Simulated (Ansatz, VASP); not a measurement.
# NiO: VASP beside Ansatz

```
Ni O
1.0
     0.00000    2.13233    2.13233
     2.13233    0.00000    2.13233
     2.13233    2.13233    0.00000
Ni O
1 1
Cartesian
  0.0000 0.0000 0.0000
  2.1323 2.1323 2.1323
```

Change from the starting cell: volume scaled by 1.06.

Alike in both runs: task single point; functional PBE; k mesh 15 × 15 × 15; occupations fermi-dirac, width 0.03 eV; collinear spin.

|  | VASP | Ansatz |
| --- | --- | --- |
| version | VASP 6.6.1 | Ansatz 0.2.0 |
| potentials or method | VASP PAW PBE potentials, release 64 (Ni, O), cutoff 520 eV | all-electron LAPW, scalar-relativistic |

```tsv
	VASP	Ansatz	Ansatz less VASP
pressure (GPa)	-5.7	-5.0	+0.65
net moment per atom (μB)	0.93	0.95	+0.027
size of the moment on the site where the two differ most (μB)	1.51	1.57	+0.060
```

Site moments also hang on the region over which each program counts them. Ansatz ran all-electron here, and VASP with PAW potentials.
